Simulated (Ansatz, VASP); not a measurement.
## One calculation of KF, two programs

```xyz
2
Lattice="0.0000 2.5781 2.5781 2.5781 0.0000 2.5781 2.5781 2.5781 0.0000" Properties=species:S:1:pos:R:3 pbc="T T T"
K     0.0000    0.0000    0.0000
F     2.5781    2.5781    2.5781
```

Alike in both runs: task single point; functional PBEsol; dispersion D3(BJ); k mesh 8 × 8 × 8; occupations gaussian, width 0.05 eV; no spin polarisation.

|  | VASP | Ansatz |
| --- | --- | --- |
| version | VASP 6.6.1 | Ansatz 0.2.0 |
| potentials or method | VASP PAW PBE potentials, release 64 (K_sv, F), cutoff 520 eV | scalar-relativistic, plane waves, PAW |
| valence electrons in the cell | 16 | 16 |

Ansatz gave:

```
gap on the k mesh at the Fermi level (eV) : 6.62
least direct gap on the mesh (eV)         : 6.62
pressure (GPa)                            : 1.8
```

Question: Estimate VASP's values.

Answer: gap on the k mesh at the Fermi level (eV): 6.60; least direct gap on the mesh (eV): 6.60; pressure (GPa): 1.9.

VASP's potentials were made for PBE, not for PBEsol.
